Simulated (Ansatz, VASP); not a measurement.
# Au: VASP beside Ansatz

```xyz
1
Lattice="-1.4556 1.6635 1.6635 1.6635 -1.4556 1.6635 1.6635 1.6635 -1.4556" Properties=species:S:1:pos:R:3 pbc="T T T"
Au    0.0000    0.0000    0.0000
```

Alike in both runs: task single point; functional r2SCAN; k mesh 22 × 22 × 22; occupations gaussian, width 0.15 eV; no spin polarisation.

|  | VASP | Ansatz |
| --- | --- | --- |
| version | VASP 6.6.1 | Ansatz 0.2.0 |
| potentials or method | VASP PAW PBE potentials, release 64 (Au), cutoff 520 eV | scalar-relativistic, plane waves, PAW |
| valence electrons in the cell | 11 | 19 |

Ansatz gave:

```
gap on the k mesh at the Fermi level (eV)                     : none
pressure (GPa)                                                : 0.0
traceless stress, the component that is largest in VASP (GPa) : -1.70
```

Question: Which values does VASP return?

Answer: gap on the k mesh at the Fermi level (eV): none; pressure (GPa): 0.3; traceless stress, the component that is largest in VASP (GPa): -1.75.

VASP's potentials were made for PBE, not for r2SCAN. A gap of «none» marks a metal or a gap that the smearing closes. With one functional, cell and mesh, what is left measures potentials, basis and numerics. VASP's potentials hold 11 valence electrons a cell and Ansatz's 19, so a difference there can come from the potentials and not from the codes.

Spin-orbit coupling is off throughout.
